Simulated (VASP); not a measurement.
# TaN (P-62m) in VASP: notebook

Runs on TaN. Level: PBEsol. Tasks: single point.

All numbers are computed with VASP 6.6.1; they aren't measurements. Logs are shortened: lines on timing, memory, paths and dates and some standing lists are left out, and cuts for length are marked.

## (1) The cell of the first run

The structure is hexagonal, space group P-62m (No. 189). Conventional cell: a = 5.179 Å, b = 5.179 Å, c = 2.896 Å, α = 90.00°, β = 90.00°, γ = 120.00°. Within 3.0 Å of Ta (site symmetry -6) lie 6 N at 2.15 Å and 5 Ta at 2.90 to 2.99 Å. Within 2.7 Å of Ta (site symmetry -62m) lie 3 N at 2.04 Å. N (site symmetry m2m) has 5 Ta at 2.04 to 2.15 Å and 6 N at 2.76 to 2.90 Å within 2.9 Å.

## (2) Single point, PBEsol

Contents of INCAR:

```
  PREC = Accurate
  ENCUT = 520
  EDIFF = 1E-7
  ISMEAR = 0
  SIGMA = 0.1
  LREAL = F
  LASPH = T
  NELM = 60
  ALGO = Normal
  ISIF = 2
  LWAVE = F
  LCHARG = F
  GGA = PS
  NBANDS = 33
```

Contents of KPOINTS:

```
Automatic mesh
0
Gamma
  12 12 12
```

Contents of POSCAR:

```
TaN
1.0
    5.1789208688      0.0000000000      0.0000000000
   -2.5894604344      4.4850770366      0.0000000000
    0.0000000000      0.0000000000      2.8959972782
Ta N
3 3
Direct
    0.3333333333      0.6666666667      0.5000000000
    0.6666666667      0.3333333333      0.5000000000
    0.0000000000      0.0000000000      0.0000000000
    0.3933709400      0.0000000000      0.0000000000
    0.6066290600      0.6066290600      0.0000000000
    0.0000000000      0.3933709400      0.0000000000
```

Potentials or basis: VASP PAW PBE potentials, release 64 (Ta_pv, N).

Run with:

```sh
> cat potpaw_PBE.64/Ta_pv/POTCAR potpaw_PBE.64/N/POTCAR > POTCAR
> mpirun -np 1 vasp_std > vasp.out
```

OUTCAR:

```text
PREC = Accurate
   ENCUT = 520
   EDIFF = 1E-7
   ISMEAR = 0
   LREAL = F
   LASPH = T
   NELM = 60
   ISIF = 2
   GGA = PS

 ion  position               nearest neighbor table
   1  0.333  0.667  0.500-   4 2.15   4 2.15   6 2.15   6 2.15   5 2.15   5 2.15   2 2.99   2 2.99
                             2 2.99   3 3.32   3 3.32   3 3.32   3 3.32   3 3.32   3 3.32
   2  0.667  0.333  0.500-   6 2.15   6 2.15   4 2.15   4 2.15   5 2.15   5 2.15   1 2.99   1 2.99
                             1 2.99   3 3.32   3 3.32   3 3.32   3 3.32   3 3.32   3 3.32
   3  0.000  0.000  0.000-   4 2.04   5 2.04   6 2.04   2 3.32   1 3.32   1 3.32   2 3.32   2 3.32
                             2 3.32   1 3.32   1 3.32   2 3.32   2 3.32   1 3.32   1 3.32
   4  0.393  0.000  0.000-   3 2.04   1 2.15   1 2.15   2 2.15   2 2.15
   5  0.607  0.607  0.000-   3 2.04   1 2.15   1 2.15   2 2.15   2 2.15
   6  0.000  0.393  0.000-   3 2.04   2 2.15   2 2.15   1 2.15   1 2.15

  LATTYP: Found a hexagonal cell.
 ALAT       =     5.1789208688
 C/A-ratio  =     0.5591893276

  Lattice vectors:

 A1 = (   5.1789208688,   0.0000000000,   0.0000000000)
 A2 = (  -2.5894604344,   4.4850770366,   0.0000000000)
 A3 = (   0.0000000000,   0.0000000000,   2.8959972782)

Analysis of symmetry for initial positions (statically):
=====================================================================
 Subroutine PRICEL returns:
 Original cell was already a primitive cell.

 Routine SETGRP: Setting up the symmetry group for a
 hexagonal supercell.

 Subroutine GETGRP returns: Found 12 space group operations
 (whereof 12 operations were pure point group operations)
 out of a pool of 24 trial point group operations.

The static configuration has the point symmetry D_3h.

Analysis of symmetry for dynamics (positions and initial velocities):
=====================================================================
 Subroutine PRICEL returns:
 Original cell was already a primitive cell.

 Routine SETGRP: Setting up the symmetry group for a
 hexagonal supercell.

 Subroutine GETGRP returns: Found 12 space group operations
 (whereof 12 operations were pure point group operations)
 out of a pool of 24 trial point group operations.

The dynamic configuration has the point symmetry D_3h.

 Subroutine INISYM returns: Found 12 space group operations
 (whereof 12 operations are pure point group operations),
 and found     1 'primitive' translations

----------------------------------------------------------------------------------------

                                     Primitive cell

[... 104 lines left out ...]
   ISIF   =      2    stress and relaxation
   ISYM   =      2    0-nonsym 1-usesym 2-fastsym
   POTIM  = 0.5000    time-step for ionic-motion
   TEBEG  =    0.0;   TEEND  =   0.0 temperature during run
   PSTRESS=    0.0 pullay stress
   NELECT =      48.0000    total number of electrons
   NUPDOWN=      -1.0000    fix difference up-down
   EMIN   =  10.00;   EMAX   =-10.00  energy-range for DOS
   EFERMI =   0.00;   METHOD = LEGACY
   ISMEAR =     0;   SIGMA  =   0.10  broadening in eV -4-tet -1-fermi 0-gaus
   EFERMI_NEDOS =   21; number of points for ismear=-14 and -15
   IALGO  =     38    algorithm
   IMIX   =      4    mixing-type and parameters
     AMIX     =   0.40;   BMIX     =  1.00
     AMIX_MAG =   1.60;   BMIX_MAG =  1.00
  volume/ion in A,a.u.               =      11.21        75.66
  Fermi-wavevector in a.u.,A,eV,Ry     =   1.462916  2.764511 29.118154  2.140124
  Thomas-Fermi vector in A             =   2.579073
   LORBIT       =      0    0 simple, 1 ext, 2 COOP (PROOUT), +10 PAW based schemes
   GGA     = PS    functional components
   LHFCALC =     F    Hartree Fock is set to
   AEXX    =    0.0000 exact exchange contribution
   IVDW    =     0    specifies the selected vdW correction
   LEPSILON=     F    determine dielectric tensor
   LRPA    =     F    only Hartree local field effects (RPA)
 non-spin polarized calculation
 Gauss-broadening in eV      SIGMA  =   0.10
  energy-cutoff  :      520.00
  volume of cell :       67.27
 maximum number of plane-waves:      1836
 NGX is ok and might be reduce to    40
   NGX = 19   NGY = 19   NGZ = 11

 number of electron      48.0000000 magnetization

 Free energy of the ion-electron system (eV)
  ---------------------------------------------------
  ext. energy  EPLUGINS =         0.00000000
  ---------------------------------------------------
  free energy    TOTEN  =       -71.45037027 eV

  energy without entropy =      -71.44813307  energy(sigma->0) =      -71.44925167

 E-fermi :   8.3872     XC(G=0): -13.2242

 val. band max:        8.3571004778   @ k =   0.2500   0.0000   0.1667
 cond. band min:       8.3962908697   @ k =   0.1667   0.0000   0.0000
 fundamental gap:      0.0391903919
 Fermi energy:         8.3872073759

 k-point     1 :       0.0000    0.0000    0.0000
  band No.  band energies     occupation
      1     -27.8737      2.00000
      2     -27.8737      2.00000
      3     -27.5096      2.00000
      4     -27.5096      2.00000
      5     -27.3182      2.00000
      6     -27.2052      2.00000
[... 853 lines left out ...]
     32      12.0346      0.00000
     33      12.2418      0.00000

 [... further k-points ...]

------------------------ aborting loop because EDIFF is reached ----------------------------------------

  FORCE on cell =-STRESS in cart. coord.  units (eV):
  Direction    XX          YY          ZZ          XY          YZ          ZX
  --------------------------------------------------------------------------------------
  -------------------------------------------------------------------------------------
  Total        0.3849504      0.3849504      0.3373920      0.0000000      0.0000000      0.0000000
  in kB        9.1687049      9.1687049      8.0359641      0.0000000      0.0000000      0.0000000
  external PRESSURE =       8.7911246 kB  Pullay stress =       0.0000000 kB

 VOLUME and BASIS-vectors are now :
 -----------------------------------------------------------------------------
  energy-cutoff  :      520.00
  volume of cell :       67.27
      direct lattice vectors                 reciprocal lattice vectors
     5.178920869  0.000000000  0.000000000     0.193090419  0.111480805  0.000000000
    -2.589460434  4.485077037  0.000000000     0.000000000  0.222961611  0.000000000
     0.000000000  0.000000000  2.895997278     0.000000000  0.000000000  0.345304192

 POSITION                                       TOTAL-FORCE (eV/Angst)
 -----------------------------------------------------------------------------------
     -0.00000      2.99005      1.44800         0.000000      0.000000      0.000000
      2.58946      1.49503      1.44800         0.000000      0.000000      0.000000
      0.00000      0.00000      0.00000         0.000000      0.000000      0.000000
      2.03724      0.00000      0.00000         0.009099      0.000000     -0.000000
      1.57084      2.72078      0.00000        -0.004549     -0.007880     -0.000000
     -1.01862      1.76430      0.00000        -0.004549      0.007880      0.000000
 -----------------------------------------------------------------------------------
    total drift:                               -0.000002     -0.000003      0.000000

  FREE ENERGIE OF THE ION-ELECTRON SYSTEM (eV)
  ---------------------------------------------------
  free  energy   TOTEN  =       -71.4503702685 eV

  energy  without entropy=      -71.4481330732  energy(sigma->0) =      -71.44925167
```

OSZICAR:

```text
N       E                     dE             d eps       ncg     rms          rms(c)
DAV:   1     0.444611486596E+03    0.44461E+03   -0.25983E+04  8778   0.153E+03
DAV:   2    -0.512478522743E+02   -0.49586E+03   -0.47210E+03 10033   0.451E+02
DAV:   3    -0.800438808035E+02   -0.28796E+02   -0.28329E+02 10689   0.105E+02
DAV:   4    -0.806150000889E+02   -0.57112E+00   -0.56795E+00 11027   0.147E+01
DAV:   5    -0.806278721844E+02   -0.12872E-01   -0.12859E-01 11227   0.176E+00    0.449E+01
DAV:   6    -0.717513475105E+02    0.88765E+01   -0.43602E+01 11171   0.358E+01    0.190E+01
DAV:   7    -0.715370179201E+02    0.21433E+00   -0.21254E+00 10740   0.795E+00    0.109E+01
DAV:   8    -0.714663057950E+02    0.70712E-01   -0.36280E-01 10796   0.362E+00    0.975E-01
DAV:   9    -0.714513492702E+02    0.14957E-01   -0.39016E-02 11124   0.146E+00    0.366E-01
DAV:  10    -0.714506389885E+02    0.71028E-03   -0.11741E-02 10630   0.546E-01    0.196E-01
DAV:  11    -0.714504071846E+02    0.23180E-03   -0.22830E-03 11086   0.291E-01    0.446E-02
DAV:  12    -0.714503701335E+02    0.37051E-04   -0.19898E-04 10744   0.833E-02    0.162E-02
DAV:  13    -0.714503702474E+02   -0.11392E-06   -0.12867E-05 10648   0.206E-02    0.452E-03
DAV:  14    -0.714503702685E+02   -0.21090E-07   -0.56430E-07  9733   0.516E-03
   1 F= -.71450370E+02 E0= -.71449252E+02  d E =-.223720E-02
```

Wall time 2.9 min (1 thread of Intel Xeon 6975P-C (Granite Rapids), shared host); peak memory 0.35 GiB.

What came out:

| Property | Result |
| --- | --- |
| Free energy | -71.4504 eV |
| Pressure | 0.9 GPa |
| Largest force | 0.009 eV/Å |
| Band gap on the k mesh | zero (bands 24 and 25 overlap by 3.21 eV) |

Forces in eV/Å, atoms in the order of the input:
```
Ta   0.000  0.000  0.000
Ta   0.000  0.000  0.000
Ta   0.000  0.000  0.000
N    0.009  0.000  0.000
N   -0.005 -0.008  0.000
N   -0.005  0.008  0.000
```

Caveat: the PAW data sets were made with another functional, which shifts forces and pressure a little; spin-orbit coupling is left out, which moves the levels of the heavy elements.

## (3) Single point, PBEsol

This run uses another cell than the first one, of 9.78 Å³/atom.

Contents of INCAR:

```
SYSTEM = TaN
PREC     = Accurate       ! precision mode
ENCUT    = 520            ! plane-wave cutoff, eV
EDIFF    = 1E-7           ! SCF threshold, eV
ISMEAR   = 0              ! smearing method
SIGMA    = 0.1            ! smearing width, eV
LREAL    = .FALSE.        ! projectors in reciprocal space
LASPH    = .TRUE.         ! aspherical terms in the spheres
NELM     = 80             ! most SCF steps
ALGO     = Normal         ! electronic algorithm
ISIF     = 2              ! what is computed and relaxed
LWAVE    = .FALSE.        ! write WAVECAR
LCHARG   = .FALSE.        ! write CHGCAR
GGA      = PS             ! functional
NBANDS   = 33             ! bands
```

Contents of KPOINTS:

```
Automatic mesh
0
G
  12 12 12
  0 0 0
```

Contents of POSCAR:

```
TaN
1.0
    4.9295905095      0.0000000000      0.0000000000
   -2.4647952547      4.2691506115      0.0000000000
    0.0000000000      0.0000000000      2.7874255428
Ta N
3 3
Direct
    0.3333333333      0.6666666667      0.5000000000
    0.6666666667      0.3333333333      0.5000000000
    0.0000000000      0.0000000000      0.0000000000
    0.3989751889      0.0000000000      0.0000000000
    0.6010248111      0.6010248111      0.0000000000
    0.0000000000      0.3989751889      0.0000000000
```

Potentials or basis: VASP PAW PBE potentials, release 64 (Ta_pv, N).

Run with:

```sh
> cat potpaw_PBE.64/Ta_pv/POTCAR potpaw_PBE.64/N/POTCAR > POTCAR
> mpirun -np 1 vasp_std > vasp.out
```

OUTCAR:

```text
SYSTEM = TaN
   PREC = Accurate
   ENCUT = 520
   EDIFF = 1E-7
   ISMEAR = 0
   LREAL = .FALSE.
   LASPH = .TRUE.
   NELM = 80
   ISIF = 2
   GGA = PS

 ion  position               nearest neighbor table
   1  0.333  0.667  0.500-   4 2.05   4 2.05   6 2.05   6 2.05   5 2.05   5 2.05   2 2.85   2 2.85
                             2 2.85   3 3.17   3 3.17   3 3.17   3 3.17   3 3.17   3 3.17
   2  0.667  0.333  0.500-   6 2.05   6 2.05   4 2.05   4 2.05   5 2.05   5 2.05   1 2.85   1 2.85
                             1 2.85   3 3.17   3 3.17   3 3.17   3 3.17   3 3.17   3 3.17
   3  0.000  0.000  0.000-   6 1.97   4 1.97   5 1.97   2 3.17   1 3.17   1 3.17   2 3.17   1 3.17
                             1 3.17   2 3.17   2 3.17   2 3.17   2 3.17   1 3.17   1 3.17
   4  0.399  0.000  0.000-   3 1.97   1 2.05   1 2.05   2 2.05   2 2.05
   5  0.601  0.601  0.000-   3 1.97   2 2.05   2 2.05   1 2.05   1 2.05
   6  0.000  0.399  0.000-   3 1.97   2 2.05   2 2.05   1 2.05   1 2.05

  LATTYP: Found a hexagonal cell.
 ALAT       =     4.9295905095
 C/A-ratio  =     0.5654476852

  Lattice vectors:

 A1 = (   4.9295905095,   0.0000000000,   0.0000000000)
 A2 = (  -2.4647952547,   4.2691506115,   0.0000000000)
 A3 = (   0.0000000000,   0.0000000000,   2.7874255428)

Analysis of symmetry for initial positions (statically):
[... 188 lines left out ...]

 k-point     1 :       0.0000    0.0000    0.0000
  band No.  band energies     occupation
      1     -26.4078      2.00000
      2     -26.4078      2.00000
      3     -25.8978      2.00000
      4     -25.8978      2.00000
      5     -25.5452      2.00000
      6     -25.3355      2.00000
[... 853 lines left out ...]
     32      14.3631      0.00000
     33      14.5740      0.00000

 [... further k-points ...]

------------------------ aborting loop because EDIFF is reached ----------------------------------------

  FORCE on cell =-STRESS in cart. coord.  units (eV):
  Direction    XX          YY          ZZ          XY          YZ          ZX
  --------------------------------------------------------------------------------------
  -------------------------------------------------------------------------------------
  Total       22.6856259     22.6856259     22.6660408      0.0000000      0.0000000      0.0000000
  in kB      619.5919298    619.5919298    619.0570182      0.0000000      0.0000000      0.0000000
  external PRESSURE =     619.4136259 kB  Pullay stress =       0.0000000 kB

 VOLUME and BASIS-vectors are now :
 -----------------------------------------------------------------------------
  energy-cutoff  :      520.00
  volume of cell :       58.66
      direct lattice vectors                 reciprocal lattice vectors
     4.929590509  0.000000000  0.000000000     0.202856606  0.117119316  0.000000000
    -2.464795255  4.269150611  0.000000000     0.000000000  0.234238632  0.000000000
     0.000000000  0.000000000  2.787425543     0.000000000  0.000000000  0.358753977

 POSITION                                       TOTAL-FORCE (eV/Angst)
 -----------------------------------------------------------------------------------
     -0.00000      2.84610      1.39371         0.000000     -0.000000      0.000000
      2.46480      1.42305      1.39371         0.000000     -0.000000      0.000000
      0.00000      0.00000      0.00000         0.000000     -0.000000      0.000000
      1.96678      0.00000      0.00000         0.017029     -0.000000      0.000000
      1.48140      2.56587      0.00000        -0.008515     -0.014748      0.000000
     -0.98339      1.70329      0.00000        -0.008515      0.014748      0.000000
 -----------------------------------------------------------------------------------
    total drift:                                0.000001      0.000001     -0.000000

  FREE ENERGIE OF THE ION-ELECTRON SYSTEM (eV)
  ---------------------------------------------------
  free  energy   TOTEN  =       -69.9408544207 eV

  energy  without entropy=      -69.9387147978  energy(sigma->0) =      -69.93978461
```

It took 1.9 min on 1 thread of Intel Xeon 6975P-C (Granite Rapids), shared host; peak memory 0.33 GiB.

What came out:

| Item | Value |
| --- | --- |
| Free energy | -69.9409 eV |
| Pressure | 61.9 GPa |
| Largest force | 0.017 eV/Å |
| Band gap on the k mesh | zero (bands 24 and 25 overlap by 3.75 eV) |

Forces on the atoms (eV/Å):
```
Ta   0.000  0.000  0.000
Ta   0.000  0.000  0.000
Ta   0.000  0.000  0.000
N    0.017  0.000  0.000
N   -0.009 -0.015  0.000
N   -0.009  0.015  0.000
```

Levels at points of the mesh, in eV from the Fermi level:
```
           k point  band 20  band 21  band 22  band 23  band 24  band 25  band 26  band 27  band 28  band 29
(0.00, 0.00, 0.00)    -5.57    -4.83    -3.67    -2.15    -1.19    -1.19     0.42     0.42     2.27     2.27
(0.50, 0.00, 0.00)    -5.35    -4.52    -4.36    -3.15    -3.05     1.47     2.03     2.13     2.67     2.78
(0.00, 0.00, 0.50)    -4.99    -4.59    -3.55    -3.55     2.10     2.33     2.33     2.49     2.49     3.95
(0.50, 0.00, 0.50)    -5.12    -4.49    -3.96    -2.30    -1.33     0.52     1.65     3.91     3.94     4.01
```

Caveat: the cell stands under pressure; the PAW data sets were made with another functional, which shifts forces and pressure a little; spin-orbit coupling is left out, which moves the levels of the heavy elements.

The gap in the log of VASP goes by the Fermi energy; the results here count the filled bands.